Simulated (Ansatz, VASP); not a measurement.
# Al: VASP beside Ansatz

```
Al
1.0
     0.00000    1.52632    1.52632
     1.52632    0.00000    1.52632
     1.52632    1.52632    0.00000
Al
1
Direct
  0.00000 0.00000 0.00000
```

Change from the starting cell: volume scaled by 0.45, PAW files.

Alike in both runs: task single point; functional LDA; k mesh 18 × 18 × 18; occupations fermi-dirac, width 0.05 eV; no spin polarisation.

```csv
,VASP,Ansatz
version,VASP 6.6.1,Ansatz 0.2.0
potentials or method,"VASP PAW LDA potentials, release 64 (Al)","PAW with Ansatz's default frozen-core files, scalar-relativistic"
plane-wave cutoff (eV),520,420
valence electrons in the cell,3,3
```

|  | VASP | Ansatz | Ansatz less VASP |
| --- | --- | --- | --- |
| pressure (GPa) | 358.5 | 352.0 | -6.51 |

LDA's correlation is that of Perdew and Zunger in VASP and of Perdew and Wang (1992) in Ansatz. Both programs put the cell under a high pressure, so it lies far from rest at this level.

Noted on VASP's run: the cell as given lies far from equilibrium.
